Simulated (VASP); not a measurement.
# Sc2Al (P6_3/mmc) in VASP: further runs

Sc2Al is run at these levels: r2SCAN; tasks: single point.

Everything below comes from runs of VASP 6.6.1. Logs are shortened: lines on timing, memory, paths and dates and some standing lists are left out, and cuts for length are marked.

## (1) The cell of the first run

Symmetry: P6_3/mmc, No. 194, hexagonal system. Conventional cell: a = 4.893 Å, b = 4.893 Å, c = 6.161 Å, α = 90.00°, β = 90.00°, γ = 120.00°. Within 4.1 Å of Sc (site symmetry -3m) lie 8 Sc at 3.08 to 3.22 Å and 6 Al at 3.22 Å. Sc (site symmetry -6m2) has 5 Al at 2.82 to 3.08 Å and 6 Sc at 3.22 Å within 3.7 Å. Al (site symmetry -6m2) has 11 Sc at 2.82 to 3.22 Å within 3.7 Å.

## (2) Single point, r2SCAN

POSCAR

```
Sc2Al
1.0
    4.8926114005      0.0000000000      0.0000000000
   -2.4463057002      4.2371257637      0.0000000000
    0.0000000000      0.0000000000      6.1614205700
Sc Al
4 2
Direct
    0.0000000000      0.0000000000      0.0000000000
    0.0000000000      0.0000000000      0.5000000000
    0.3333333333      0.6666666667      0.7500000000
    0.6666666667      0.3333333333      0.2500000000
    0.3333333333      0.6666666667      0.2500000000
    0.6666666667      0.3333333333      0.7500000000
```

INCAR.step1

```
PREC = Accurate
ENCUT = 520
ISMEAR = 0
SIGMA = 0.02
LREAL = False
LASPH = True
NELM = 60
NBANDS = 34
GGA = PE
ALGO = Normal
EDIFF = 1E-4
LWAVE = True
LCHARG = False
```

INCAR.step2

```
PREC = Accurate
ENCUT = 520
EDIFF = 1E-7
ISMEAR = 0
SIGMA = 0.02
LREAL = False
LASPH = True
NELM = 60
ALGO = Normal
ISIF = 2
LWAVE = False
LCHARG = False
METAGGA = R2SCAN
LMIXTAU = True
NBANDS = 34
ISTART = 1
```

KPOINTS

```
Automatic mesh
0
Gamma
  12 12 6
```

Potentials or basis: VASP PAW PBE potentials, release 64 (Sc_sv, Al).

Command:

```console
> cat potpaw_PBE.64/Sc_sv/POTCAR potpaw_PBE.64/Al/POTCAR > POTCAR
> cp INCAR.step1 INCAR
> mpirun -np 1 vasp_std > vasp.out
> cp INCAR.step2 INCAR
> mpirun -np 1 vasp_std > vasp.out
```

OUTCAR:

```text
PREC = Accurate
   ENCUT = 520
   EDIFF = 1E-7
   ISMEAR = 0
   LREAL = False
   LASPH = True
   NELM = 60
   ISIF = 2
   METAGGA = R2SCAN
   ISTART = 1

 ion  position               nearest neighbor table
   1  0.000  0.000  0.000-   2 3.08   2 3.08   4 3.22   5 3.22   6 3.22   3 3.22   3 3.22   5 3.22
                             4 3.22   6 3.22   4 3.22   6 3.22   3 3.22   5 3.22
   2  0.000  0.000  0.500-   1 3.08   1 3.08   4 3.22   5 3.22   6 3.22   3 3.22   3 3.22   5 3.22
                             4 3.22   6 3.22   4 3.22   6 3.22   3 3.22   5 3.22
   3  0.333  0.667  0.750-   6 2.82   6 2.82   6 2.82   5 3.08   5 3.08   1 3.22   2 3.22   2 3.22
                             1 3.22   2 3.22   1 3.22
   4  0.667  0.333  0.250-   5 2.82   5 2.82   5 2.82   6 3.08   6 3.08   1 3.22   2 3.22   1 3.22
                             2 3.22   1 3.22   2 3.22
   5  0.333  0.667  0.250-   4 2.82   4 2.82   4 2.82   3 3.08   3 3.08   1 3.22   2 3.22   2 3.22
                             1 3.22   2 3.22   1 3.22
   6  0.667  0.333  0.750-   3 2.82   3 2.82   3 2.82   4 3.08   4 3.08   1 3.22   2 3.22   1 3.22
                             2 3.22   1 3.22   2 3.22

  LATTYP: Found a hexagonal cell.
 ALAT       =     4.8926114005
 C/A-ratio  =     1.2593316872

  Lattice vectors:

 A1 = (   4.8926114005,   0.0000000000,   0.0000000000)
 A2 = (  -2.4463057002,   4.2371257637,   0.0000000000)
 A3 = (   0.0000000000,   0.0000000000,   6.1614205700)

Analysis of symmetry for initial positions (statically):
=====================================================================
 Subroutine PRICEL returns:
 Original cell was already a primitive cell.

 Routine SETGRP: Setting up the symmetry group for a
 hexagonal supercell.

 Subroutine GETGRP returns: Found 24 space group operations
 (whereof 12 operations were pure point group operations)
 out of a pool of 24 trial point group operations.

The static configuration has the point symmetry D_3d.
 The point group associated with its full space group is D_6h.

Analysis of symmetry for dynamics (positions and initial velocities):
=====================================================================
 Subroutine PRICEL returns:
 Original cell was already a primitive cell.

 Routine SETGRP: Setting up the symmetry group for a
 hexagonal supercell.

 Subroutine GETGRP returns: Found 24 space group operations
 (whereof 12 operations were pure point group operations)
 out of a pool of 24 trial point group operations.

The dynamic configuration has the point symmetry D_3d.
 The point group associated with its full space group is D_6h.

 Subroutine INISYM returns: Found 24 space group operations
 (whereof 12 operations are pure point group operations),
 and found     1 'primitive' translations

----------------------------------------------------------------------------------------

                                     Primitive cell

  volume of cell :     127.7300

  direct lattice vectors                    reciprocal lattice vectors
     4.892611400  0.000000000  0.000000000     0.204389827  0.118004522  0.000000000
    -2.446305700  4.237125764  0.000000000     0.000000000  0.236009044  0.000000000
     0.000000000  0.000000000  6.161420570     0.000000000  0.000000000  0.162300234

  length of vectors
     4.892611400  4.892611400  6.161420570     0.236009044  0.236009044  0.162300234

  position of ions in fractional coordinates (direct lattice)
     0.000000000  0.000000000  0.000000000
     0.000000000  0.000000000  0.500000000
     0.333333333  0.666666667  0.750000000
     0.666666667  0.333333333  0.250000000
     0.333333333  0.666666667  0.250000000
     0.666666667  0.333333333  0.750000000

  ion indices of the primitive-cell ions
   primitive index   ion index
                 1           1
                 2           2
                 3           3
                 4           4
                 5           5
                 6           6

----------------------------------------------------------------------------------------

 KPOINTS: Automatic mesh

Automatic generation of k-mesh.
 Grid dimensions read from file:
 generate k-points for:   12   12    6

 Generating k-lattice:

  Cartesian coordinates                     Fractional coordinates (reciprocal lattice)
     0.017032486  0.009833710  0.000000000     0.083333333  0.000000000  0.000000000
     0.000000000  0.019667420  0.000000000     0.000000000  0.083333333  0.000000000
     0.000000000  0.000000000  0.027050039     0.000000000  0.000000000  0.166666667

  Length of vectors
     0.019667420  0.019667420  0.027050039

  Shift w.r.t. Gamma in fractional coordinates (k-lattice)
     0.000000000  0.000000000  0.000000000

 Subroutine IBZKPT returns following result:
 ===========================================

 Found     76 irreducible k-points:

 Following reciprocal coordinates:
            Coordinates               Weight
  0.000000  0.000000  0.000000      1.000000
  0.083333 -0.000000  0.000000      6.000000
  0.166667 -0.000000  0.000000      6.000000
  0.250000 -0.000000  0.000000      6.000000
  0.333333 -0.000000  0.000000      6.000000
  0.416667  0.000000  0.000000      6.000000
[... 16 lines left out ...]
  0.250000 -0.000000  0.166667     12.000000
  0.333333 -0.000000  0.166667     12.000000
 [... further k-points ...]
   k-points           NKPTS =     76   k-points in BZ     NKDIM =     76   number of bands    NBANDS=     34
   number of dos      NEDOS =    301   number of ions     NIONS =      6
   total plane-waves  NPLWV =  62208
   dimension x,y,z NGX =    36 NGY =   36 NGZ =   48
   dimension x,y,z NGXF=    72 NGYF=   72 NGZF=   96
   ions per type =               4   2
   NGX,Y,Z   is equivalent  to a cutoff of  12.23, 12.23, 12.95 a.u.
   NGXF,Y,Z  is equivalent  to a cutoff of  24.46, 24.46, 25.90 a.u.
 SYSTEM =  unknown system
   PREC   = accura    normal or accurate (medium, high low for compatibility)
   ISTART =      1    job   : 0-new  1-cont  2-samecut
   ICHARG =      0    charge: 1-file 2-atom 10-const
   ISPIN  =      1    spin polarized calculation?
   LNONCOLLINEAR =      F non collinear calculations
   LSORBIT =      F    spin-orbit coupling
   LASPH  =      T    aspherical Exc in radial PAW
   ENCUT  =  520.0 eV  38.22 Ry    6.18 a.u.   9.10  9.10 11.46*2*pi/ulx,y,z
   NELM   =     60;   NELMIN=  2; NELMDL=  0     # of ELM steps
   EDIFF  = 0.1E-06   stopping-criterion for ELM
   LREAL  =      F    real-space projection
   EDIFFG = 0.1E-05   stopping-criterion for IOM
   NSW    =      0    number of steps for IOM
   IBRION =     -1    ionic relax: 0-MD 1-quasi-New 2-CG
   NFREE  =      0    steps in history (QN), initial steepest desc. (CG)
   ISIF   =      2    stress and relaxation
   ISYM   =      2    0-nonsym 1-usesym 2-fastsym
   POTIM  = 0.5000    time-step for ionic-motion
   TEBEG  =    0.0;   TEEND  =   0.0 temperature during run
   PSTRESS=    0.0 pullay stress
   NELECT =      50.0000    total number of electrons
   NUPDOWN=      -1.0000    fix difference up-down
   EMIN   =  10.00;   EMAX   =-10.00  energy-range for DOS
   EFERMI =   0.00;   METHOD = LEGACY
   ISMEAR =     0;   SIGMA  =   0.02  broadening in eV -4-tet -1-fermi 0-gaus
   EFERMI_NEDOS =   21; number of points for ismear=-14 and -15
   IALGO  =     38    algorithm
   IMIX   =      4    mixing-type and parameters
     AMIX     =   0.40;   BMIX     =  1.00
     AMIX_MAG =   1.60;   BMIX_MAG =  1.00
  volume/ion in A,a.u.               =      21.29       143.66
  Fermi-wavevector in a.u.,A,eV,Ry     =   1.197569  2.263077 19.513086  1.434171
  Thomas-Fermi vector in A             =   2.333480
   LORBIT       =      0    0 simple, 1 ext, 2 COOP (PROOUT), +10 PAW based schemes
   METAGGA = R2SCAN    functional components
   LHFCALC =     F    Hartree Fock is set to
   AEXX    =    0.0000 exact exchange contribution
   IVDW    =     0    specifies the selected vdW correction
   LEPSILON=     F    determine dielectric tensor
   LRPA    =     F    only Hartree local field effects (RPA)
 non-spin polarized calculation
 Gauss-broadening in eV      SIGMA  =   0.02
  energy-cutoff  :      520.00
  volume of cell :      127.73
 maximum number of plane-waves:      3455
   NGX = 19   NGY = 19   NGZ = 23

 number of electron      50.0000002 magnetization

 Free energy of the ion-electron system (eV)
  ---------------------------------------------------
  ext. energy  EPLUGINS =         0.00000000
  ---------------------------------------------------
  free energy    TOTEN  =       -61.24854320 eV

  energy without entropy =      -61.24708776  energy(sigma->0) =      -61.24781548

 E-fermi :   4.9515     XC(G=0): -10.7829

 val. band max:        4.9479280045   @ k =   0.1667  -0.0000   0.0000
 cond. band min:       4.9521509514   @ k =   0.3333   0.2500   0.1667
 fundamental gap:      0.0042229468
 Fermi energy:         4.9515417407

 k-point     1 :       0.0000    0.0000    0.0000
  band No.  band energies     occupation
      1     -46.7528      2.00000
      2     -46.7011      2.00000
      3     -46.6850      2.00000
      4     -46.6763      2.00000
      5     -24.5412      2.00000
      6     -24.5182      2.00000
[... 26 lines left out ...]
     33       7.8940      0.00000
     34       7.8946      0.00000

 k-point     2 :       0.0833   -0.0000    0.0000
  band No.  band energies     occupation
      1     -46.7518      2.00000
      2     -46.7011      2.00000
      3     -46.6850      2.00000
      4     -46.6774      2.00000
      5     -24.5482      2.00000
      6     -24.5210      2.00000
[... 26 lines left out ...]
     33       7.8011      0.00000
     34       7.9213      0.00000

 k-point     3 :       0.1667   -0.0000    0.0000
  band No.  band energies     occupation
      1     -46.7487      2.00000
      2     -46.7012      2.00000
      3     -46.6849      2.00000
      4     -46.6803      2.00000
      5     -24.5654      2.00000
      6     -24.5285      2.00000
[... 26 lines left out ...]
     33       7.6089      0.00000
     34       7.6695      0.00000

 k-point     4 :       0.2500   -0.0000    0.0000
  band No.  band energies     occupation
      1     -46.7439      2.00000
      2     -46.7013      2.00000
      3     -46.6849      2.00000
      4     -46.6849      2.00000
      5     -24.5846      2.00000
      6     -24.5378      2.00000
[... 26 lines left out ...]
     33       7.4213      0.00000
     34       7.5637      0.00000

 k-point     5 :       0.3333   -0.0000    0.0000
  band No.  band energies     occupation
      1     -46.7383      2.00000
      2     -46.7015      2.00000
      3     -46.6902      2.00000
      4     -46.6849      2.00000
      5     -24.6007      2.00000
      6     -24.5463      2.00000
[... 621 lines left out ...]
 k-point    22 :       0.1667   -0.0000    0.1667
  band No.  band energies     occupation
      1     -46.7458      2.00000
      2     -46.7053      2.00000
      3     -46.6837      2.00000
      4     -46.6803      2.00000
      5     -24.5456      2.00000
      6     -24.5229      2.00000
[... 26 lines left out ...]
     33       7.5935      0.00000
     34       7.6251      0.00000

 k-point    23 :       0.2500   -0.0000    0.1667
  band No.  band energies     occupation
      1     -46.7412      2.00000
      2     -46.7044      2.00000
      3     -46.6848      2.00000
      4     -46.6847      2.00000
      5     -24.5652      2.00000
      6     -24.5318      2.00000
[... 26 lines left out ...]
     33       7.2299      0.00000
     34       7.5435      0.00000

 k-point    24 :       0.3333   -0.0000    0.1667
  band No.  band energies     occupation
      1     -46.7356      2.00000
      2     -46.7035      2.00000
      3     -46.6900      2.00000
      4     -46.6857      2.00000
      5     -24.5812      2.00000
      6     -24.5399      2.00000
[... 26 lines left out ...]
     33       7.0601      0.00000
     34       7.4789      0.00000

 [... further k-points ...]

------------------------ aborting loop because EDIFF is reached ----------------------------------------

  FORCE on cell =-STRESS in cart. coord.  units (eV):
  Direction    XX          YY          ZZ          XY          YZ          ZX
  --------------------------------------------------------------------------------------
  -------------------------------------------------------------------------------------
  Total        0.0353706      0.0353706      0.0723060      0.0000000      0.0000000      0.0000000
  in kB        0.4436705      0.4436705      0.9069682      0.0000000      0.0000000      0.0000000
  external PRESSURE =       0.5981030 kB  Pullay stress =       0.0000000 kB

 VOLUME and BASIS-vectors are now :
 -----------------------------------------------------------------------------
  energy-cutoff  :      520.00
  volume of cell :      127.73
      direct lattice vectors                 reciprocal lattice vectors
     4.892611400  0.000000000  0.000000000     0.204389827  0.118004522  0.000000000
    -2.446305700  4.237125764  0.000000000     0.000000000  0.236009044  0.000000000
     0.000000000  0.000000000  6.161420570     0.000000000  0.000000000  0.162300234

 POSITION                                       TOTAL-FORCE (eV/Angst)
 -----------------------------------------------------------------------------------
      0.00000      0.00000      0.00000        -0.000000      0.000000      0.000000
      0.00000      0.00000      3.08071        -0.000000      0.000000      0.000000
     -0.00000      2.82475      4.62107         0.000000      0.000000     -0.000000
      2.44631      1.41238      1.54036         0.000000      0.000000      0.000000
     -0.00000      2.82475      1.54036         0.000000     -0.000000      0.000000
      2.44631      1.41238      4.62107        -0.000000      0.000000      0.000000
 -----------------------------------------------------------------------------------
    total drift:                               -0.000000      0.000000     -0.000000

  FREE ENERGIE OF THE ION-ELECTRON SYSTEM (eV)
  ---------------------------------------------------
  free  energy   TOTEN  =       -61.2485432028 eV

  energy  without entropy=      -61.2470877639  energy(sigma->0) =      -61.24781548
```

Run time: 9.1 min. Hardware: 1 thread of Intel Xeon 6975P-C (Granite Rapids), shared host; peak memory 0.42 GiB.

What came out:

| Item | Value |
| --- | --- |
| Free energy | -61.2485 eV |
| Pressure | 0.1 GPa |
| Band gap on the k mesh | zero (bands 25 and 26 overlap by 0.73 eV) |

Caveat: the PAW data sets were made with another functional, which shifts forces and pressure a little.

[end of part 1 of 2]
